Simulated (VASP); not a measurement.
Here is a VASP 6.6.1 calculation.

INCAR

```
PREC     = Accurate       # precision mode
ENCUT    = 600            # plane-wave cutoff, eV
EDIFF    = 1E-6           # SCF threshold, eV
ISMEAR   = 0              # smearing method
SIGMA    = 0.2            # smearing width, eV
LREAL    = F              # projectors in reciprocal space
LASPH    = T              # aspherical terms in the spheres
NELM     = 120            # most SCF steps
ALGO     = Normal         # electronic algorithm
ISIF     = 2              # what is computed and relaxed
LWAVE    = F              # write WAVECAR
LCHARG   = F              # write CHGCAR
GGA      = PE             # functional
NBANDS   = 23             # bands
GGA_COMPAT= F
```

The input KPOINTS:

```
regular mesh
0
Gamma
  4 4 3
```

File POSCAR:

```
TeO4
1.0
    4.4452529353      0.0000000000      0.0000000000
    0.0000000000      4.4452529353      0.0000000000
    0.0000000000      0.0000000000      3.9094157713
Te O
1 4
Direct
    0.0000000000      0.0000000000      1.0122991145
    0.2671652923      0.2671652923      0.7322420689
    0.7328347077      0.7328347077      0.7322420689
    0.7328347077      0.2671652923      0.7322420689
    0.2671652923      0.7328347077      0.7322420689
```

Potentials or basis: VASP PAW PBE potentials, release 64 (Te, O).

Launch:

```console
$ cat potpaw_PBE.64/Te/POTCAR potpaw_PBE.64/O/POTCAR > POTCAR
$ mpirun -np 1 vasp_std > vasp.out
```

**Question.** Estimate the largest force.

**Answer.** 0.081 eV/Å.

**Question.** What does it give for the band gap on the k mesh?

**Answer.** Zero (bands 15 and 16 overlap by 2.31 eV).

**Question.** What does it give for the pressure?

**Answer.** 0.0 GPa.

Forces in eV/Å, atoms in the order of the input:
```
Te   0.000  0.000  0.081
O    0.005  0.005 -0.020
O   -0.005 -0.005 -0.020
O   -0.005  0.005 -0.020
O    0.005 -0.005 -0.020
```

Caveat: the k points lie up to 0.54 Å⁻¹ apart, too coarse for converged energies and pressures of a metal; spin-orbit coupling is left out, which moves the levels of the heavy elements.
